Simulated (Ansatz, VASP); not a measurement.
## Two plane-wave programs on SrTiO3

Contents of POSCAR:

```
SrTiO3
1.0
    3.9052800000      0.0000000000      0.0000000000
    0.0000000000      3.9052800000      0.0000000000
    0.0000000000      0.0000000000      3.9052800000
Sr Ti O
1 1 3
Direct
    0.5000000000      0.5000000000      0.5000000000
    0.0000000000      0.0000000000      0.0000000000
    0.5000000000      0.0000000000      0.0000000000
    0.0000000000      0.5000000000      0.0000000000
    0.0000000000      0.0000000000      0.5000000000
```

Contents of INCAR.step1:

```
SYSTEM = SrTiO3
PREC = Accurate
ENCUT = 600
ISMEAR = 0
SIGMA = 0.02
LREAL = .False.
LASPH = .True.
NELM = 60
GGA = PE
ALGO = Normal
EDIFF = 1E-4
LWAVE = .True.
LCHARG = .False.
```

INCAR.step2

```
SYSTEM = SrTiO3
PREC = Accurate
ENCUT = 600
EDIFF = 1E-7
ISMEAR = 0
SIGMA = 0.02
LREAL = .False.
LASPH = .True.
NELM = 60
ALGO = Normal
ISIF = 3
LWAVE = .False.
LCHARG = .False.
METAGGA = R2SCAN
LMIXTAU = .True.
IBRION = 2
NSW = 100
EDIFFG = -0.005
ISTART = 1
```

Contents of KPOINTS:

```
regular mesh
0
Gamma
  8 8 8
  0 0 0
```

Input for Ansatz:

```yaml
crystal:
  lattice:
    - [3.90528, 0.0, 0.0]
    - [0.0, 3.90528, 0.0]
    - [0.0, 0.0, 3.90528]
  atoms:
    - { symbol: Sr, position: [0.5, 0.5, 0.5] }
    - { symbol: Ti, position: [0.0, 0.0, 0.0] }
    - { symbol: O, position: [0.5, 0.0, 0.0] }
    - { symbol: O, position: [0.0, 0.5, 0.0] }
    - { symbol: O, position: [0.0, 0.0, 0.5] }
basis:
  ecutwfc: 500
kpoints:
  mp_grid: { grid: [8, 8, 8] }
hamiltonian:
  xc: r2scan
scf:
  occupations: { method: gaussian, width: 0.02 }
output:
  forces: true
  stress: true
  eigenvalues: true
  write_density: true
  write_potential: true
  elf: true
  volumetric_format: npy
relax:
  adjacent_minimum: "off"
  f_tol: 0.005
  max_steps: 80
  cell: { stress_tol: 0.05 }
```

Alike in both runs: task relaxation of cell and atoms; functional r2SCAN; k mesh 8 × 8 × 8; occupations gaussian, width 0.02 eV; no spin polarisation.

|  | VASP | Ansatz |
| --- | --- | --- |
| version | VASP 6.6.1 | Ansatz 0.2.0 |
| potentials or method | VASP PAW PBE potentials, release 64 (Sr_sv, Ti_sv, O), cutoff 600 eV | scalar-relativistic, plane waves, PAW |
| valence electrons in the cell | 40 | 40 |

Ansatz gave:

| Property | Result |
| --- | --- |
| gap on the k mesh at the Fermi level, each at its own relaxed structure (eV) | 2.26 |
| relaxed volume (Å³/atom) | 11.93 |
| relaxed cell length with the largest relative difference (Å) | 3.907 |

Question: What did VASP give for the same quantities?

Answer: gap on the k mesh at the Fermi level, each at its own relaxed structure (eV): 2.27; relaxed volume (Å³/atom): 11.98; relaxed cell length with the largest relative difference (Å): 3.912.

VASP's potentials were made for PBE, not for r2SCAN.
